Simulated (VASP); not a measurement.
The system is Au.

```xyz
2
Lattice="2.9000 0.0000 0.0000 -1.4500 2.5115 0.0000 0.0000 0.0000 4.8800" Properties=species:S:1:pos:R:3 pbc="T T T"
Au    0.0000    1.6743    3.6600
Au    1.4500    0.8372    1.2200
```

This isn't the form of Au at room conditions, which is fcc.

| Property | Result |
| --- | --- |
| Program | VASP 6.6.1 |
| Task | relaxation of cell and atoms |
| Functional | PBEsol |
| Potentials or basis | VASP PAW PBE potentials, release 64 (Au) |
| Cutoff | 600 eV |
| k mesh | 18 × 18 × 10 |
| Occupations | gaussian, width 0.1 eV |
| Spin | no spin polarisation |

At the start: pressure -6.5 GPa; volume 17.77 Å³/atom.

Problem. How do energy, volume and symmetry change on relaxing?

Solution. Over 12 steps the energy falls by 16.2 meV/atom and the volume is 17.01 Å³/atom (-4.3 %); space group P6_3/mmc (No. 194, to 0.1 Å) before and after.

Step by step:
```tsv
step	energy change (eV)	largest force (eV/Å)	pressure (GPa)	volume (Å³)
1	0.0000	0.0000	-6.48	35.54
2	0.0449	0.0000	12.87	31.97
3	-0.0322	0.0000	-0.25	34.06
4	-0.0322	0.0000	0.12	34.01
5	-0.0323	0.0000	-0.23	34.07
6	-0.0323	0.0000	-0.19	34.07
7	-0.0324	0.0000	-0.04	34.05
8	-0.0324	0.0000	0.02	34.03
9	-0.0325	0.0000	0.19	34.00
10	-0.0325	0.0000	0.06	34.01
11	-0.0325	0.0000	0.09	34.01
12	-0.0325	0.0000	-0.02	34.03
```

Final structure:
```xyz
2
Lattice="2.8654 0.0000 0.0000 -1.4327 2.4815 0.0000 0.0000 0.0000 4.7854" Properties=species:S:1:pos:R:3 pbc="T T T"
Au    0.0000    1.6543    3.5890
Au    1.4327    0.8272    1.1963
```

Caveat: the PAW data sets were made with another functional, which shifts forces and pressure a little.
